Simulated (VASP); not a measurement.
# Ti (R-3m) in VASP: further runs, part 2 of 2

VASP 6.6.1. Earlier steps stand in the parts before.

### 3 Single point, PBE (equal xy, yz and zx shear strains of +3 %)

INCAR

```
SYSTEM = Ti
PREC = Accurate
ENCUT = 520
EDIFF = 1E-6
ISMEAR = -1
SIGMA = 0.05
LREAL = .False.
LASPH = .True.
NELM = 80
ALGO = Normal
ISIF = 2
LWAVE = .False.
LCHARG = .False.
GGA = PE
NBANDS = 12
```

KPOINTS

```
Automatic mesh
0
Gamma
  14 14 14
  0 0 0
```

POSCAR

```
Ti
1.0
   -1.5917700000      1.6410000000      1.6410000000
    1.6410000000     -1.5917700000      1.6410000000
    1.6410000000      1.6410000000     -1.5917700000
Ti
1
Direct
    0.0000000000      0.0000000000      0.0000000000
```

Potentials or basis: VASP PAW PBE potentials, release 64 (Ti_sv).

Command:

```
cat potpaw_PBE.64/Ti_sv/POTCAR > POTCAR
mpirun -np 1 vasp_std > vasp.out
```

OUTCAR:

```text
SYSTEM = Ti
   PREC = Accurate
   ENCUT = 520
   EDIFF = 1E-6
   ISMEAR = -1
   LREAL = .False.
   LASPH = .True.
   NELM = 80
   ISIF = 2
   GGA = PE

 ion  position               nearest neighbor table
   1  0.000  0.000  0.000-

  LATTYP: Found a trigonal (rhomboedric) cell.
 ALAT       =     2.8141595074
 COS(alpha) =    -0.3196300452

  Lattice vectors:

 A1 = (  -1.5917700000,   1.6410000000,   1.6410000000)
 A2 = (   1.6410000000,  -1.5917700000,   1.6410000000)
 A3 = (   1.6410000000,   1.6410000000,  -1.5917700000)
[... 530 lines left out ...]
      4     -24.5553      2.00000
      5       5.3526      2.00000
      6       7.6596      1.98603
      7       7.9048      1.02554
      8      10.4254      0.00000
      9      11.0560      0.00000
     10      11.7650      0.00000
     11      18.5329      0.00000
     12      20.9867      0.00000

 [... further k-points ...]
[... 5 lines left out ...]
  --------------------------------------------------------------------------------------
  -------------------------------------------------------------------------------------
  Total       -0.2857102     -0.2857102     -0.2857102     -0.1460842     -0.1460842     -0.1460842
  in kB      -25.9143851    -25.9143851    -25.9143851    -13.2500806    -13.2500806    -13.2500806
  external PRESSURE =     -25.9143851 kB  Pullay stress =       0.0000000 kB

 VOLUME and BASIS-vectors are now :
 -----------------------------------------------------------------------------
  energy-cutoff  :      520.00
  volume of cell :       17.66
      direct lattice vectors                 reciprocal lattice vectors
    -1.591770000  1.641000000  1.641000000    -0.009009677  0.300322567  0.300322567
     1.641000000 -1.591770000  1.641000000     0.300322567 -0.009009677  0.300322567
     1.641000000  1.641000000 -1.591770000     0.300322567  0.300322567 -0.009009677

 POSITION                                       TOTAL-FORCE (eV/Angst)
 -----------------------------------------------------------------------------------
      0.00000      0.00000      0.00000         0.000000      0.000000      0.000000
 -----------------------------------------------------------------------------------
    total drift:                               -0.000000      0.000000      0.000000

  FREE ENERGIE OF THE ION-ELECTRON SYSTEM (eV)
  ---------------------------------------------------
  free  energy   TOTEN  =        -7.7238186873 eV

  energy  without entropy=       -7.7035553633  energy(sigma->0) =       -7.71368703
```

It took 24 s on 1 thread of AMD EPYC 9R45 (Zen 5), shared host; peak memory 0.15 GiB.

Results:

- Free energy: -7.7238 eV
- Pressure: -2.6 GPa
- Band gap on the k mesh: zero (bands 6 and 7 overlap by 1.41 eV)

Caveat: the cell differs from its parent crystal (equal xy, yz and zx shear strains of +3 %).

### 4 Single point, PBE (equal xy, yz and zx shear strains of -1 %)

INCAR

```
PREC     = Accurate       # precision mode
ENCUT    = 520            # plane-wave cutoff, eV
EDIFF    = 1E-7           # SCF threshold, eV
ISMEAR   = -1             # smearing method
SIGMA    = 0.05           # smearing width, eV
LREAL    = F              # projectors in reciprocal space
LASPH    = T              # aspherical terms in the spheres
NELM     = 100            # most SCF steps
ALGO     = Normal         # electronic algorithm
ISIF     = 2              # what is computed and relaxed
LWAVE    = F              # write WAVECAR
LCHARG   = F              # write CHGCAR
GGA      = PE             # functional
NBANDS   = 12             # bands
```

KPOINTS

```
Automatic mesh
0
Gamma
  14 14 14
```

POSCAR

```
Ti
1.0
   -1.6574100000      1.6410000000      1.6410000000
    1.6410000000     -1.6574100000      1.6410000000
    1.6410000000      1.6410000000     -1.6574100000
Ti
1
Direct
    0.0000000000      0.0000000000      0.0000000000
```

Command:

```
cat potpaw_PBE.64/Ti_sv/POTCAR > POTCAR
mpirun -np 1 vasp_std > vasp.out
```

Wall time 29 s (1 thread of AMD EPYC 9R45 (Zen 5), shared host); peak memory 0.15 GiB.

It converged, with:

* Free energy: -7.7293 eV
* Pressure: -2.6 GPa
* Band gap on the k mesh: zero (bands 6 and 7 overlap by 1.57 eV)

Stress tensor (GPa, compression positive):
```
-2.62  0.37  0.37
 0.37 -2.62  0.37
 0.37  0.37 -2.62
```

Levels at points of the mesh, in eV from the Fermi level:
```
           k point  band 4  band 5  band 6  band 7  band 8  band 9
(0.00, 0.00, 0.00)  -32.42   -5.91    0.88    1.02    1.02    2.70
(0.50, 0.00, 0.00)  -32.45   -2.39   -0.36    1.17    2.66    2.99
(0.50, 0.50, 0.00)  -32.43   -2.41   -0.39    1.02    2.71    3.06
(0.50, 0.50, 0.50)  -32.86   -2.04   -2.04    3.79    3.79    3.92
```

Caveat: the cell differs from its parent crystal (equal xy, yz and zx shear strains of -1 %).

### 5 Single point, PBE (equal xy, yz and zx shear strains of +2 %)

INCAR

```
SYSTEM = Ti
PREC = Accurate
ENCUT = 520
EDIFF = 1E-6
ISMEAR = -1
SIGMA = 0.05
LREAL = .FALSE.
LASPH = .TRUE.
NELM = 80
ALGO = Normal
ISIF = 2
LWAVE = .FALSE.
LCHARG = .FALSE.
GGA = PE
NBANDS = 12
```

KPOINTS

```
Automatic mesh
0
G
  14 14 14
  0 0 0
```

POSCAR

```
Ti
1.0
   -1.6081800000      1.6410000000      1.6410000000
    1.6410000000     -1.6081800000      1.6410000000
    1.6410000000      1.6410000000     -1.6081800000
Ti
1
Direct
    0.0000000000      0.0000000000      0.0000000000
```

Potentials or basis: VASP PAW PBE potentials, release 64 (Ti_sv).

Command:

```
cat potpaw_PBE.64/Ti_sv/POTCAR > POTCAR
mpirun -np 1 vasp_std > vasp.out
```

OUTCAR:

```text
SYSTEM = Ti
   PREC = Accurate
   ENCUT = 520
   EDIFF = 1E-6
   ISMEAR = -1
   LREAL = .FALSE.
   LASPH = .TRUE.
   NELM = 80
   ISIF = 2
   GGA = PE

 ion  position               nearest neighbor table
   1  0.000  0.000  0.000-

  LATTYP: Found a trigonal (rhomboedric) cell.
 ALAT       =     2.8234739086
 COS(alpha) =    -0.3242805026

  Lattice vectors:

 A1 = (  -1.6081800000,   1.6410000000,   1.6410000000)
 A2 = (   1.6410000000,  -1.6081800000,   1.6410000000)
 A3 = (   1.6410000000,   1.6410000000,  -1.6081800000)
[... 530 lines left out ...]
      4     -24.5667      2.00000
      5       5.3827      2.00000
      6       7.6610      1.98409
      7       7.9230      0.79502
      8      10.3955      0.00000
      9      11.0203      0.00000
     10      11.7917      0.00000
     11      18.5837      0.00000
     12      20.9776      0.00000

 [... further k-points ...]
[... 5 lines left out ...]
  --------------------------------------------------------------------------------------
  -------------------------------------------------------------------------------------
  Total       -0.2876137     -0.2876137     -0.2876137     -0.0939413     -0.0939413     -0.0939413
  in kB      -26.0773738    -26.0773738    -26.0773738     -8.5174703     -8.5174703     -8.5174703
  external PRESSURE =     -26.0773738 kB  Pullay stress =       0.0000000 kB

 VOLUME and BASIS-vectors are now :
 -----------------------------------------------------------------------------
  energy-cutoff  :      520.00
  volume of cell :       17.67
      direct lattice vectors                 reciprocal lattice vectors
    -1.608180000  1.641000000  1.641000000    -0.006034705  0.301735255  0.301735255
     1.641000000 -1.608180000  1.641000000     0.301735255 -0.006034705  0.301735255
     1.641000000  1.641000000 -1.608180000     0.301735255  0.301735255 -0.006034705

 POSITION                                       TOTAL-FORCE (eV/Angst)
 -----------------------------------------------------------------------------------
      0.00000      0.00000      0.00000        -0.000000     -0.000000     -0.000000
 -----------------------------------------------------------------------------------
    total drift:                               -0.000000      0.000000      0.000000

  FREE ENERGIE OF THE ION-ELECTRON SYSTEM (eV)
  ---------------------------------------------------
  free  energy   TOTEN  =        -7.7272664568 eV

  energy  without entropy=       -7.7068232427  energy(sigma->0) =       -7.71704485
```

stdout:

```text
POSCAR found type information on POSCAR Ti
 POSCAR found :  1 types and       1 ions
 scaLAPACK will be used
 LDA part: xc-table for (Slater+PW92), standard interpolation
 POSCAR, INCAR and KPOINTS ok, starting setup
 FFT: planning ... GRIDC
 FFT: planning ... GRID_SOFT
 FFT: planning ... GRID
 WAVECAR not read
 entering main loop
```

Run time: 26 s. Hardware: 1 thread of AMD EPYC 9R45 (Zen 5), shared host; peak memory 0.15 GiB.

Results:

```yaml
Free_energy: -7.7273 eV
Pressure: -2.6 GPa
Band_gap_on_the_k_mesh: zero (bands 6 and 7 overlap by 1.49 eV)
```

Caveat: the cell differs from its parent crystal (equal xy, yz and zx shear strains of +2 %).

### 6 The runs side by side

```tsv
cell	gap on the mesh (eV)	pressure (GPa)
a = 2.871 Å, angles 110.3°, 1 atom	none	-2.6
a = 2.814 Å, angles 108.6°, 1 atom	none	-2.6
a = 2.852 Å, angles 109.7°, 1 atom	none	-2.6
a = 2.823 Å, angles 108.9°, 1 atom	none	-2.6
```

Alike in all rows: task single point; level PBE; potentials or basis VASP PAW PBE potentials, release 64 (Ti_sv); no spin polarisation; k mesh 14 × 14 × 14; cutoff (eV) 520; smearing fermi-dirac 0.05 eV.

Absolute energies hang on the potentials; compare differences alone.
